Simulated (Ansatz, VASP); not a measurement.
**As in VASP and in Ansatz**

```xyz
2
Lattice="1.8608 1.0743 3.4506 -1.8608 1.0743 3.4506 0.0000 -2.1486 3.4506" Properties=species:S:1:pos:R:3 pbc="T T T"
As    0.0000    0.0000    2.3554
As    0.0000    0.0000    7.9963
```

Change from the starting cell: volume scaled by 0.97.

Alike in both runs: task single point; functional PBE; k mesh 11 × 11 × 11; occupations fermi-dirac, width 0.03 eV; no spin polarisation.

|  | VASP | Ansatz |
| --- | --- | --- |
| version | VASP 6.6.1 | Ansatz 0.2.0 |
| potentials or method | VASP PAW PBE potentials, release 64 (As), cutoff 520 eV | all-electron LAPW, scalar-relativistic |

|  | VASP | Ansatz | Ansatz less VASP |
| --- | --- | --- | --- |
| pressure (GPa) | 6.7 | 6.3 | -0.38 |
| traceless stress, the component that is largest in VASP (GPa) | -1.43 | -1.32 | +0.109 |
| rms of the force components (eV/Å) | 0.286 | 0.247 | -0.0392 |

Atom by atom the forces differ by 0.039 eV/Å (rms over components). Ansatz ran all-electron here, and VASP with PAW potentials.
